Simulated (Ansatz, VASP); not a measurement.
HfN in VASP and in Ansatz

```
CELL_PARAMETERS angstrom
0.00000 2.22512 2.25900
2.22512 0.00000 2.25900
2.22512 2.22512 0.00000
ATOMIC_POSITIONS crystal
Hf 0.00000 0.00000 0.00000
N 0.50000 0.50000 0.50000
```

Change from the starting cell: strain -0.0150 x Voigt [1, 1, 0, 0, 0, 0], atoms carried along.

Alike in both runs: task single point; functional PBE; k mesh 18 × 18 × 18; occupations gaussian, width 0.15 eV; no spin polarisation.

|  | VASP | Ansatz |
| --- | --- | --- |
| version | VASP 6.6.1 | Ansatz 0.2.0 |
| potentials or method | VASP PAW PBE potentials, release 64 (Hf_pv, N), cutoff 520 eV | scalar-relativistic, plane waves, PAW |
| valence electrons in the cell | 15 | 31 |

|  | VASP | Ansatz | Ansatz less VASP |
| --- | --- | --- | --- |
| gap on the k mesh at the Fermi level (eV) | none | none | - |
| pressure (GPa) | 12.3 | 14.8 | +2.47 |
| traceless stress, the component that is largest in VASP (GPa) | -5.57 | -5.61 | -0.044 |

A gap of «none» marks a metal or a gap that the smearing closes. The functional is the same, so the differences come from potentials, cutoffs and numerics. VASP's potentials hold 15 valence electrons a cell and Ansatz's 31, so a difference there can come from the potentials and not from the codes.

Spin-orbit coupling is off throughout.
